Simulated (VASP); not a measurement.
# B (P6_3/mmc) in VASP: notebook, part 2 of 2

VASP 6.6.1.

## Step 4: Relaxation of cell and atoms, PBEsol

This run uses another cell than the first one, of 7.62 Å³/atom.

INCAR reads:

```
PREC = Accurate
ENCUT = 500
EDIFF = 1E-7
ISMEAR = 0
SIGMA = 0.1
LREAL = False
LASPH = True
NELM = 120
ALGO = Normal
ISIF = 3
LWAVE = False
LCHARG = False
GGA = PS
IBRION = 2
NSW = 90
EDIFFG = -0.04
GGA_COMPAT = False
NELMIN = 4
```

KPOINTS reads:

```
regular mesh
0
Gamma
  9 9 6
```

POSCAR reads:

```
B
1.0
    2.2130123495      0.0000000000      0.0000000000
   -1.1065061747      1.9165249135      0.0000000000
    0.0000000000      0.0000000000      3.5918362432
B
2
Direct
    0.3333333333      0.6666666667      0.2500000000
    0.6666666667      0.3333333333      0.7500000000
```

Potentials or basis: VASP PAW PBE potentials, release 64 (B).

Started as:

```sh
cat potpaw_PBE.64/B/POTCAR > POTCAR
mpirun -np 1 vasp_std > vasp.out
```

OUTCAR:

```text
PREC = Accurate
   ENCUT = 500
   EDIFF = 1E-7
   ISMEAR = 0
   LREAL = False
   LASPH = True
   NELM = 120
   ISIF = 3
   GGA = PS
   IBRION = 2
   NSW = 90
   EDIFFG = -0.04
   NELMIN = 4

 ion  position               nearest neighbor table
   1  0.333  0.667  0.250-
   2  0.667  0.333  0.750-

  LATTYP: Found a hexagonal cell.
 ALAT       =     2.2130123495
 C/A-ratio  =     1.6230529595

  Lattice vectors:

 A1 = (   2.2130123495,   0.0000000000,   0.0000000000)
 A2 = (  -1.1065061747,   1.9165249135,   0.0000000000)
 A3 = (   0.0000000000,   0.0000000000,   3.5918362432)

Analysis of symmetry for initial positions (statically):
=====================================================================
 Subroutine PRICEL returns:
 Original cell was already a primitive cell.

 Routine SETGRP: Setting up the symmetry group for a
 hexagonal supercell.

 Subroutine GETGRP returns: Found 24 space group operations
 (whereof 12 operations were pure point group operations)
 out of a pool of 24 trial point group operations.

The static configuration has the point symmetry D_3d.
 The point group associated with its full space group is D_6h.

Analysis of symmetry for dynamics (positions and initial velocities):
=====================================================================
 Subroutine PRICEL returns:
 Original cell was already a primitive cell.

 Routine SETGRP: Setting up the symmetry group for a
 hexagonal supercell.

 Subroutine GETGRP returns: Found 24 space group operations
 (whereof 12 operations were pure point group operations)
 out of a pool of 24 trial point group operations.

The dynamic configuration has the point symmetry D_3d.
 The point group associated with its full space group is D_6h.

 Subroutine INISYM returns: Found 24 space group operations
 (whereof 12 operations are pure point group operations),
 and found     1 'primitive' translations

----------------------------------------------------------------------------------------

                                     Primitive cell

  volume of cell :      15.2340

  direct lattice vectors                    reciprocal lattice vectors
     2.213012350  0.000000000  0.000000000     0.451872761  0.260888860  0.000000000
    -1.106506175  1.916524913  0.000000000     0.000000000  0.521777720  0.000000000
     0.000000000  0.000000000  3.591836243     0.000000000  0.000000000  0.278409129

  length of vectors
     2.213012350  2.213012349  3.591836243     0.521777720  0.521777720  0.278409129

  position of ions in fractional coordinates (direct lattice)
     0.333333333  0.666666667  0.250000000
     0.666666667  0.333333333  0.750000000

  ion indices of the primitive-cell ions
   primitive index   ion index
                 1           1
                 2           2

----------------------------------------------------------------------------------------

 KPOINTS: regular mesh

Automatic generation of k-mesh.
 Grid dimensions read from file:
 generate k-points for:    9    9    6

 Generating k-lattice:

  Cartesian coordinates                     Fractional coordinates (reciprocal lattice)
     0.050208085  0.028987651  0.000000000     0.111111111 -0.000000000  0.000000000
     0.000000000  0.057975302  0.000000000     0.000000000  0.111111111  0.000000000
     0.000000000  0.000000000  0.046401522     0.000000000  0.000000000  0.166666667

[... 52 lines left out ...]
   LSORBIT =      F    spin-orbit coupling
   LASPH  =      T    aspherical Exc in radial PAW
   ENCUT  =  500.0 eV  36.75 Ry    6.06 a.u.   4.03  4.03  6.55*2*pi/ulx,y,z
   NELM   =    120;   NELMIN=  4; NELMDL= -5     # of ELM steps
   EDIFF  = 0.1E-06   stopping-criterion for ELM
   LREAL  =      F    real-space projection
   EDIFFG = -.4E-01   stopping-criterion for IOM
   NSW    =     90    number of steps for IOM
   IBRION =      2    ionic relax: 0-MD 1-quasi-New 2-CG
   NFREE  =      1    steps in history (QN), initial steepest desc. (CG)
   ISIF   =      3    stress and relaxation
   ISYM   =      2    0-nonsym 1-usesym 2-fastsym
   POTIM  = 0.5000    time-step for ionic-motion
   TEBEG  =    0.0;   TEEND  =   0.0 temperature during run
   PSTRESS=    0.0 pullay stress
   NELECT =       6.0000    total number of electrons
   NUPDOWN=      -1.0000    fix difference up-down
   EMIN   =  10.00;   EMAX   =-10.00  energy-range for DOS
   EFERMI =   0.00;   METHOD = LEGACY
   ISMEAR =     0;   SIGMA  =   0.10  broadening in eV -4-tet -1-fermi 0-gaus
   EFERMI_NEDOS =   21; number of points for ismear=-14 and -15
   IALGO  =     38    algorithm
   IMIX   =      4    mixing-type and parameters
     AMIX     =   0.40;   BMIX     =  1.00
     AMIX_MAG =   1.60;   BMIX_MAG =  1.00
  volume/ion in A,a.u.               =       7.62        51.40
  Fermi-wavevector in a.u.,A,eV,Ry     =   1.200016  2.267701 19.592906  1.440038
  Thomas-Fermi vector in A             =   2.335863
   LORBIT       =      0    0 simple, 1 ext, 2 COOP (PROOUT), +10 PAW based schemes
   GGA     = PS    functional components
   LHFCALC =     F    Hartree Fock is set to
   AEXX    =    0.0000 exact exchange contribution
   IVDW    =     0    specifies the selected vdW correction
   LEPSILON=     F    determine dielectric tensor
   LRPA    =     F    only Hartree local field effects (RPA)
 conjugate gradient relaxation of ions
 non-spin polarized calculation
 Gauss-broadening in eV      SIGMA  =   0.10
  energy-cutoff  :      500.00
  volume of cell :       15.23
 maximum number of plane-waves:       399
   NGX =  9   NGY =  9   NGZ = 13

--------------------------------------- Ionic step        1  -------------------------------------------

 number of electron       6.0000000 magnetization

 Free energy of the ion-electron system (eV)
  ---------------------------------------------------
  ext. energy  EPLUGINS =         0.00000000
  ---------------------------------------------------
  free energy    TOTEN  =       -10.61125445 eV

  energy without entropy =      -10.60718827  energy(sigma->0) =      -10.60922136

------------------------ aborting loop because EDIFF is reached ----------------------------------------

  FORCE on cell =-STRESS in cart. coord.  units (eV):
  Direction    XX          YY          ZZ          XY          YZ          ZX
  --------------------------------------------------------------------------------------
  -------------------------------------------------------------------------------------
  Total       -4.2020828     -4.2020828     -2.6459870     -0.0000000     -0.0000000      0.0000000
  in kB     -441.9369900   -441.9369900   -278.2809313     -0.0000000     -0.0000000      0.0000000
  external PRESSURE =    -387.3849704 kB  Pullay stress =       0.0000000 kB
[... 89 lines left out ...]
  FREE ENERGIE OF THE ION-ELECTRON SYSTEM (eV)
  ---------------------------------------------------
  free  energy   TOTEN  =       -11.1574007099 eV

  energy  without entropy=      -11.1529512508  energy(sigma->0) =      -11.15517598

 E-fermi :  10.2563     XC(G=0): -12.5509

 val. band max:        9.6594160119   @ k =   0.2222   0.2222   0.3333
 cond. band min:      10.2811209082   @ k =   0.3333   0.2222   0.0000
 fundamental gap:      0.6217048963
 Fermi energy:        10.2562591003

 k-point     1 :       0.0000    0.0000    0.0000
  band No.  band energies     occupation
      1      -9.7722      2.00000
      2      -7.1875      2.00000
      3      -2.2930      2.00000
      4       5.6941      2.00000
      5      16.0245      0.00000
      6      32.0987      0.00000
      7      37.1794      0.00000
[... 221 lines left out ...]
 k-point    24 :       0.3333    0.3333    0.1667
  band No.  band energies     occupation
      1       5.5139      2.00000
      2       5.8532      2.00000
      3       5.8532      2.00000
      4       6.2681      2.00000
      5      18.6161      0.00000
      6      18.6161      0.00000
      7      20.0551      0.00000

 [... further k-points ...]

[... ionic steps 4 to 38 ...]

--------------------------------------- Ionic step       39  -------------------------------------------

 number of electron       6.0000000 magnetization

------------------------ aborting loop because EDIFF is reached ----------------------------------------
[... 67 lines left out ...]
--------------------------------------- Ionic step       41  -------------------------------------------

 number of electron       6.0000000 magnetization

 Free energy of the ion-electron system (eV)
  ---------------------------------------------------
  ext. energy  EPLUGINS =         0.00000000
  ---------------------------------------------------
  free energy    TOTEN  =       -12.28214585 eV

  energy without entropy =      -12.27529358  energy(sigma->0) =      -12.27871972

 E-fermi :   7.5205     XC(G=0): -11.3070

 val. band max:        7.1900771453   @ k =   0.3333  -0.0000   0.3333
 cond. band min:       7.5453143558   @ k =   0.3333   0.2222   0.0000
 fundamental gap:      0.3552372105
 Fermi energy:         7.5204993823

 k-point     1 :       0.0000    0.0000    0.0000
  band No.  band energies     occupation
      1     -10.7980      2.00000
      2      -9.7612      2.00000
      3      -2.7498      2.00000
      4       1.5212      2.00000
      5      10.6589      0.00000
      6      21.3837      0.00000
      7      27.9500      0.00000
[... 259 lines left out ...]
  FREE ENERGIE OF THE ION-ELECTRON SYSTEM (eV)
  ---------------------------------------------------
  free  energy   TOTEN  =       -12.2821458540 eV

  energy  without entropy=      -12.2752935799  energy(sigma->0) =      -12.27871972

 reached required accuracy - stopping structural energy minimisation
```

OSZICAR:

```text
N       E                     dE             d eps       ncg     rms          rms(c)
DAV:   1    -0.234811979171E+01   -0.23481E+01   -0.29288E+03   686   0.731E+02
DAV:   2    -0.105715362411E+02   -0.82234E+01   -0.79702E+01   952   0.778E+01
DAV:   3    -0.106236894828E+02   -0.52153E-01   -0.52095E-01   784   0.690E+00
[... 323 lines left out ...]
DAV:   2    -0.122822003402E+02    0.11299E-03   -0.13001E-04   826   0.936E-02    0.475E-02
DAV:   3    -0.122821464062E+02    0.53934E-04   -0.12643E-04   770   0.728E-02    0.436E-03
DAV:   4    -0.122821459835E+02    0.42268E-06   -0.10571E-06   847   0.977E-03    0.168E-03
DAV:   5    -0.122821458460E+02    0.13750E-06   -0.73910E-08   665   0.231E-03    0.259E-04
DAV:   6    -0.122821458540E+02   -0.80589E-08   -0.12788E-09   371   0.345E-04
  41 F= -.12282146E+02 E0= -.12278720E+02  d E =-.291825E-02
```

CONTCAR:

```text
B
   1.00000000000000
     1.7018586290357085   -0.0000000000107609    0.0000000000000002
    -0.8509293144887196    1.4738528063779928   -0.0000000000000003
    -0.0000000000000004   -0.0000000000000004    6.1368960645820199
  B
     2
Direct
     0.3333333332999970    0.6666666667000030    0.2500000000000000
     0.6666666667000030    0.3333333332999970    0.7500000000000000

  0.00000000E+00  0.00000000E+00  0.00000000E+00
  0.00000000E+00  0.00000000E+00  0.00000000E+00
```

Run time: 38 s. Hardware: 1 thread of Intel Xeon 6975P-C (Granite Rapids), shared host; peak memory 0.12 GiB.

What came out:

- Free energy: -12.2821 eV
- Relaxed volume: 7.70 Å³/atom
- Relaxed cell: a = 1.702 Å, b = 1.702 Å, c = 6.137 Å, α = 90.00°, β = 90.00°, γ = 120.00°
- Space group after relaxing (to 0.1 Å): P6_3/mmc (No. 194)
- Pressure after relaxing: -0.4 GPa
- Band gap on the k mesh: zero (bands 3 and 4 overlap by 9.97 eV)

Stress tensor (GPa, compression positive):
```
-0.48  0.00  0.00
 0.00 -0.48  0.00
 0.00  0.00 -0.10
```

Final structure:
```
B
1.0
     1.70186    0.00000    0.00000
    -0.85093    1.47385    0.00000
     0.00000    0.00000    6.13690
B
2
Direct
  0.33333 0.66667 0.25000
  0.66667 0.33333 0.75000
```

Levels at points of the mesh, in eV from the Fermi level:
```tsv
k point	band 1	band 2	band 3	band 4	band 5	band 6	band 7
(0.00, 0.00, 0.00)	-18.32	-17.28	-10.27	-6.00	3.14	13.86	20.43
(0.00, 0.00, 0.50)	-17.86	-17.86	-8.41	-8.41	7.55	7.55	24.24
```

Caveat: the k points lie up to 0.47 Å⁻¹ apart in the final cell, too coarse for converged energies and pressures of a metal; a cell axis changed by over 15 % at a fixed basis, so the end point is rough; the PAW data sets were made with another functional, which shifts forces and pressure a little.

## Step 5: Single point, PBEsol

This run uses another cell than the first one, of 9.01 Å³/atom.

INCAR reads:

```
SYSTEM = B
PREC = Accurate ; ENCUT = 500
EDIFF = 1E-6 ; ISMEAR = 0
SIGMA = 0.1 ; LREAL = .False.
LASPH = .True. ; NELM = 120
ALGO = Normal ; ISIF = 2
LWAVE = .False. ; LCHARG = .True.
GGA = PS ; LELF = .True.
LVHAR = .True. ; NBANDS = 10
GGA_COMPAT = .False.
```

KPOINTS reads:

```
regular mesh
0
Gamma
  33 33 14
  0 0 0
```

POSCAR reads:

```
B
1.0
    1.7074530834      0.0000000000      0.0000000000
   -0.8537265417      1.4786977460      0.0000000000
    0.0000000000      0.0000000000      7.1368264649
B
2
Direct
    0.3333333333      0.6666666667      0.2500000000
    0.6666666667      0.3333333333      0.7500000000
```

Started as:

```sh
cat potpaw_PBE.64/B/POTCAR > POTCAR
mpirun -np 1 vasp_std > vasp.out
```

It took 36 s on 1 thread of Intel Xeon 6975P-C (Granite Rapids), shared host; peak memory 0.22 GiB.

Results (log left out):

* Free energy: -12.6111 eV
* Pressure: 0.2 GPa
* Band gap on the k mesh: zero (bands 3 and 4 overlap by 11.15 eV)

Stress tensor (GPa, compression positive):
```
 0.34  0.00  0.00
 0.00  0.34  0.00
 0.00  0.00 -0.09
```

Levels at points of the mesh, in eV from the Fermi level:
```
           k point  band 2  band 3  band 4  band 5  band 6  band 7
(0.00, 0.00, 0.00)  -16.86   -8.81   -6.66    2.25    9.29   14.35
(0.00, 0.00, 0.50)  -17.06   -7.85   -7.85    5.03    5.03   20.29
```

Caveat: the PAW data sets were made with another functional, which shifts forces and pressure a little; this functional lacks dispersion, which binds the layers, so the pressure and a relaxed spacing across them are unreliable.

## Step 6: Relaxation of cell and atoms, PBEsol

INCAR reads:

```
PREC = Accurate
ENCUT = 500
EDIFF = 1E-7
ISMEAR = 0
SIGMA = 0.1
LREAL = F
LASPH = T
NELM = 120
ALGO = Normal
ISIF = 3
LWAVE = F
LCHARG = F
GGA = PS
IBRION = 2
NSW = 100
EDIFFG = -0.01
GGA_COMPAT = F
NELMIN = 4
```

KPOINTS reads:

```
regular mesh
0
Gamma
  33 33 14
```

POSCAR reads:

```
B
1.0
    1.8488698542      0.0000000000      0.0000000000
   -0.9244349271      1.6011682620      0.0000000000
    0.0000000000      0.0000000000      4.3525530122
B
2
Direct
    0.3333333333      0.6666666667      0.2500000000
    0.6666666667      0.3333333333      0.7500000000
```

Potentials or basis: VASP PAW PBE potentials, release 64 (B).

Started as:

```sh
cat potpaw_PBE.64/B/POTCAR > POTCAR
mpirun -np 1 vasp_std > vasp.out
```

It took 3.6 min on 1 thread of Intel Xeon 6975P-C (Granite Rapids), shared host; peak memory 0.17 GiB.

It converged, with:

```yaml
Free_energy: -12.5514 eV
Relaxed_volume: 8.08 Å³/atom
Relaxed_cell: a = 1.708 Å, b = 1.708 Å, c = 6.393 Å, α = 90.00°, β = 90.00°, γ = 120.00°
Space_group_after_relaxing_to_0.1_Å: P6_3/mmc (No. 194)
Pressure_after_relaxing: -0.1 GPa
Band_gap_on_the_k_mesh: zero (bands 3 and 4 overlap by 11.00 eV)
```

Final structure:
```
CELL_PARAMETERS angstrom
1.70820 0.00000 0.00000
-0.85410 1.47934 0.00000
0.00000 0.00000 6.39346
ATOMIC_POSITIONS crystal
B 0.33333 0.66667 0.25000
B 0.66667 0.33333 0.75000
```

Levels at points of the mesh, in eV from the Fermi level:
| k point | band 1 | band 2 | band 3 | band 4 | band 5 | band 6 | band 7 |
| --- | --- | --- | --- | --- | --- | --- | --- |
| (0.00, 0.00, 0.00) | -17.46 | -16.64 | -9.40 | -5.76 | 3.22 | 12.75 | 18.97 |
| (0.00, 0.00, 0.50) | -17.09 | -17.09 | -7.82 | -7.82 | 7.13 | 7.13 | 26.43 |

Caveat: the volume moved by over 15 % at a fixed basis, so the end points are rough; the PAW data sets were made with another functional, which shifts forces and pressure a little; this functional lacks dispersion, which binds the layers, so the pressure and a relaxed spacing across them are unreliable.

## Step 7: Summary

| task | cell | k mesh | gap on the mesh (eV) | pressure (GPa) | relaxed volume (Å³/atom) |
| --- | --- | --- | --- | --- | --- |
| single point | a = 1.849, b = 1.849, c = 4.353 Å, angles 90.0, 90.0, 120.0°, 2 atoms | 9 × 9 × 6 | none | 0.2 | - |
| single point | a = 2.213, b = 2.213, c = 3.592 Å, angles 90.0, 90.0, 120.0°, 2 atoms | 9 × 9 × 6 | none | -38.7 | - |
| relaxation of cell and atoms | relaxed from a = 2.213, b = 2.213, c = 3.592 Å, angles 90.0, 90.0, 120.0°, 2 atoms | 9 × 9 × 6 | none | -0.4 | 7.70 |
| single point | a = 1.707, b = 1.707, c = 7.137 Å, angles 90.0, 90.0, 120.0°, 2 atoms | 33 × 33 × 14 | none | 0.2 | - |
| relaxation of cell and atoms | relaxed from a = 1.849, b = 1.849, c = 4.353 Å, angles 90.0, 90.0, 120.0°, 2 atoms | 33 × 33 × 14 | none | -0.1 | 8.08 |

Alike in all rows: level PBEsol; potentials or basis VASP PAW PBE potentials, release 64 (B); no spin polarisation; cutoff (eV) 500; smearing gaussian 0.1 eV.

Caveats: some runs use coarse meshes; the PAW data sets were made with another functional, which shifts forces and pressure a little; this functional lacks dispersion, which binds the layers, so the pressure and a relaxed spacing across them are unreliable (at least some runs); a cell axis changed by over 15 % at a fixed basis, so the end point is rough (at least some runs); the volume moved by over 15 % at a fixed basis, so the end points are rough (at least some runs).

Total energies depend on the potentials used, so only differences within one code and one set of settings carry meaning.
